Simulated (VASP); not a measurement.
# Mg3S2O (P4/mmm) in VASP: notebook, part 2 of 2

VASP 6.6.1. Earlier steps stand in the parts before.

**3. Single point, PBE, collinear spin, ferromagnetic start**

This run uses another cell than the first one, of 21.85 Å³/atom.

Contents of INCAR:

```
PREC = Accurate
ENCUT = 520
EDIFF = 1E-6
ISMEAR = 0
SIGMA = 0.1
LREAL = F
LASPH = T
NELM = 150
ALGO = Normal
ISIF = 2
LWAVE = F
LCHARG = T
ISPIN = 2
MAGMOM = 0 0 0 0 0 1
LORBIT = 11
GGA = PE
LELF = T
LVHAR = T
NBANDS = 25
```

Contents of KPOINTS:

```
Automatic mesh
0
Gamma
  4 4 4
```

Contents of POSCAR:

```
Mg3S2O
1.0
    5.4234640421      0.0000000000      0.0000000000
    0.0000000000      5.4234640421      0.0000000000
    0.0000000000      0.0000000000      4.4563073056
Mg S O
3 2 1
Direct
    0.0000000000      0.5000000000      0.5000000000
    0.5000000000      0.0000000000      0.5000000000
    0.5000000000      0.5000000000      0.5000000000
    0.5000000000      0.5000000000      0.0000000000
    0.0000000000      0.0000000000      0.5000000000
    0.0000000000      0.0000000000      0.0000000000
```

Potentials or basis: VASP PAW PBE potentials, release 64 (Mg, S, O).

The run is started by

```
$ cat potpaw_PBE.64/Mg/POTCAR potpaw_PBE.64/S/POTCAR potpaw_PBE.64/O/POTCAR > POTCAR
$ mpirun -np 1 vasp_std > vasp.out
```

OUTCAR:

```text
PREC = Accurate
   ENCUT = 520
   EDIFF = 1E-6
   ISMEAR = 0
   LREAL = F
   LASPH = T
   NELM = 150
   ISIF = 2
   ISPIN = 2
   LORBIT = 11
   GGA = PE

 ion  position               nearest neighbor table
   1  0.000  0.500  0.500-   3 2.71   5 2.71   5 2.71   3 2.71
   2  0.500  0.000  0.500-   3 2.71   5 2.71   3 2.71   5 2.71
   3  0.500  0.500  0.500-   4 2.23   4 2.23   1 2.71   2 2.71   2 2.71   1 2.71
   4  0.500  0.500  0.000-   3 2.23   3 2.23
   5  0.000  0.000  0.500-   6 2.23   6 2.23   1 2.71   2 2.71   1 2.71   2 2.71
   6  0.000  0.000  0.000-   5 2.23   5 2.23

  LATTYP: Found a simple tetragonal cell.
 ALAT       =     5.4234640421
 C/A-ratio  =     0.8216717712

[... 1203 lines left out ...]
      0.00000      2.71173      2.22815         0.000000      0.000000      0.000000
      2.71173      0.00000      2.22815         0.000000      0.000000      0.000000
      2.71173      2.71173      2.22815         0.000000      0.000000      0.000000
      2.71173      2.71173      0.00000         0.000000      0.000000      0.000000
      0.00000      0.00000      2.22815         0.000000      0.000000      0.000000
      0.00000      0.00000      0.00000         0.000000      0.000000      0.000000
 -----------------------------------------------------------------------------------
    total drift:                               -0.000000     -0.000000     -0.000000

  FREE ENERGIE OF THE ION-ELECTRON SYSTEM (eV)
  ---------------------------------------------------
  free  energy   TOTEN  =       -17.0835538587 eV

  energy  without entropy=      -17.0664832907  energy(sigma->0) =      -17.07501857

 total charge

# of ion       s       p       d       tot
------------------------------------------
    1        0.209   0.074   0.016   0.299
    2        0.209   0.074   0.016   0.299
    3        0.247   0.200   0.046   0.493
    4        1.363   2.376   0.000   3.739
    5        1.391   2.153   0.000   3.545
    6        1.612   3.145   0.000   4.757
--------------------------------------------------
tot          5.031   8.023   0.077  13.132

 magnetization (x)

# of ion       s       p       d       tot
------------------------------------------
    1       -0.000   0.000   0.000  -0.000
    2       -0.000   0.000   0.000  -0.000
    3        0.000  -0.000  -0.000   0.000
    4        0.000   0.000   0.000   0.000
    5       -0.000   0.000   0.000   0.000
    6        0.000   0.000   0.000   0.000
--------------------------------------------------
tot         -0.000   0.000   0.000   0.000
```

OSZICAR:

```text
N       E                     dE             d eps       ncg     rms          rms(c)
DAV:   1     0.887731162284E+02    0.88773E+02   -0.86605E+03  1800   0.761E+02
DAV:   2    -0.109048839721E+02   -0.99678E+02   -0.92863E+02  2379   0.136E+02
[... 12 lines left out ...]
DAV:  15    -0.170836008781E+02    0.47345E-04   -0.21249E-05  1928   0.299E-02    0.754E-02
DAV:  16    -0.170835746052E+02    0.26273E-04   -0.12412E-05  2046   0.135E-02    0.660E-02
DAV:  17    -0.170835486080E+02    0.25997E-04   -0.88875E-05  1945   0.347E-02    0.529E-02
DAV:  18    -0.170835453649E+02    0.32431E-05   -0.86104E-05  1937   0.369E-02    0.104E-02
DAV:  19    -0.170835530146E+02   -0.76497E-05   -0.49982E-06  1809   0.120E-02    0.729E-03
DAV:  20    -0.170835538587E+02   -0.84409E-06   -0.38710E-06  1819   0.158E-02
   1 F= -.17083554E+02 E0= -.17075019E+02  d E =-.170706E-01  mag=     0.0001
```

stdout:

```text
POSCAR found type information on POSCAR MgS O
 POSCAR found :  3 types and       6 ions
 scaLAPACK will be used
 LDA part: xc-table for (Slater+PW92), standard interpolation
 POSCAR, INCAR and KPOINTS ok, starting setup
 FFT: planning ... GRIDC
 FFT: planning ... GRID_SOFT
 FFT: planning ... GRID
 WAVECAR not read
 entering main loop
```

Run time: 74 s. Hardware: 1 thread of AMD EPYC 9R45 (Zen 5), shared host; peak memory 0.28 GiB.

Results:

```yaml
Free_energy: -17.0836 eV
Pressure: 0.1 GPa
Band_gap_on_the_k_mesh: zero (filled and empty bands overlap)
Net_moment: 0.00 μB per cell
Valence_electrons_inside_the_program's_atomic_spheres: Mg 0.30, 0.49 (each value once); S 3.74, 3.54; O 4.76
```

Caveat: semilocal functionals underestimate gaps, so a narrow gap can read as zero.

**4. Relaxation of cell and atoms, PBE**

This run uses another cell than the first one, of 21.85 Å³/atom.

Contents of INCAR:

```
SYSTEM = Mg3S2O
PREC = Accurate
ENCUT = 600
EDIFF = 1E-6
ISMEAR = 0
SIGMA = 0.1
LREAL = .FALSE.
LASPH = .TRUE.
NELM = 100
ALGO = Normal
ISIF = 3
LWAVE = .FALSE.
LCHARG = .FALSE.
GGA = PE
IBRION = 2
NSW = 100
EDIFFG = -0.01
```

Contents of KPOINTS:

```
regular mesh
0
G
  8 8 8
  0 0 0
```

POSCAR is that of step 3.

The run is started by

```
$ cat potpaw_PBE.64/Mg/POTCAR potpaw_PBE.64/S/POTCAR potpaw_PBE.64/O/POTCAR > POTCAR
$ mpirun -np 1 vasp_std > vasp.out
```

Wall time 5.2 min (1 thread of AMD EPYC 9R45 (Zen 5), shared host); peak memory 0.4 GiB.

The run converged. Its results:

* Free energy: -17.1328 eV
* Relaxed volume: 21.91 Å³/atom
* Relaxed cell: a = 5.458 Å, b = 5.458 Å, c = 4.413 Å, α = 90.00°, β = 90.00°, γ = 90.00°
* Space group after relaxing (to 0.1 Å): P4/mmm (No. 123)
* Energy gained by relaxing: 1.8 meV/atom
* Ionic steps: 5
* Pressure after relaxing: 0.0 GPa
* Band gap on the k mesh: zero (bands 12 and 13 overlap by 1.44 eV)

Step by step:
```
step  energy change (eV)  largest force (eV/Å)  pressure (GPa)  volume (Å³)
   1              0.0000                0.0000           -0.28       131.08
   2             -0.0097                0.0000            0.37       130.34
   3             -0.0103                0.0000            0.23       130.48
   4             -0.0109                0.0000            0.09       131.03
   5             -0.0110                0.0000           -0.02       131.43
```

Final structure:
```yaml
crystal:
  lattice:
    - [5.45759, 0.00000, 0.00000]
    - [0.00000, 5.45759, 0.00000]
    - [0.00000, 0.00000, 4.41268]
  atoms:
    - { symbol: Mg, position: [0.00000, 0.50000, 0.50000] }
    - { symbol: Mg, position: [0.50000, 0.00000, 0.50000] }
    - { symbol: Mg, position: [0.50000, 0.50000, 0.50000] }
    - { symbol: S, position: [0.50000, 0.50000, 0.00000] }
    - { symbol: S, position: [0.00000, 0.00000, 0.50000] }
    - { symbol: O, position: [0.00000, 0.00000, 0.00000] }
```

Levels at points of the mesh, in eV from the Fermi level:
| k point | band 9 | band 10 | band 11 | band 12 | band 13 | band 14 | band 15 | band 16 |
| --- | --- | --- | --- | --- | --- | --- | --- | --- |
| (0.00, 0.00, 0.00) | -2.68 | -2.62 | -0.47 | -0.15 | -0.15 | 3.19 | 3.19 | 3.21 |
| (0.50, 0.00, 0.00) | -3.28 | -0.76 | -0.12 | 0.16 | 0.61 | 2.07 | 2.29 | 3.61 |
| (0.50, 0.50, 0.00) | -2.52 | -1.37 | -0.27 | -0.27 | 2.17 | 2.17 | 2.76 | 3.69 |
| (0.00, 0.00, 0.50) | -1.14 | -0.97 | -0.97 | -0.91 | 0.02 | 0.48 | 1.06 | 1.06 |
| (0.50, 0.00, 0.50) | -1.64 | -1.38 | -1.16 | -0.82 | -0.61 | 0.12 | 1.77 | 2.97 |
| (0.50, 0.50, 0.50) | -1.02 | -0.90 | -0.90 | -0.71 | 0.63 | 0.63 | 1.27 | 3.71 |

**5. Overview**

```csv
task,spin,cell,k mesh,cutoff (eV),gap on the mesh (eV),pressure (GPa),moment (μB)
single point,"collinear, ferromagnetic start","a = 4.879, b = 4.879, c = 4.991 Å, 6 atoms",4 × 4 × 4,520,none,5.0,0.00
single point,"collinear, ferromagnetic start","a = 5.423, b = 5.423, c = 4.456 Å, 6 atoms",4 × 4 × 4,520,none,0.1,0.00
relaxation of cell and atoms,off,"relaxed from a = 5.423, b = 5.423, c = 4.456 Å, 6 atoms",8 × 8 × 8,600,none,0.0,-
```

Alike in all rows: level PBE; potentials or basis VASP PAW PBE potentials, release 64 (Mg, S, O); smearing gaussian 0.1 eV.

Caveats: semilocal functionals underestimate gaps, so a narrow gap can read as zero (at least some runs); the cell stands under pressure (at least some runs).

Total energies depend on the potentials used, so only differences within one code and one set of settings carry meaning.
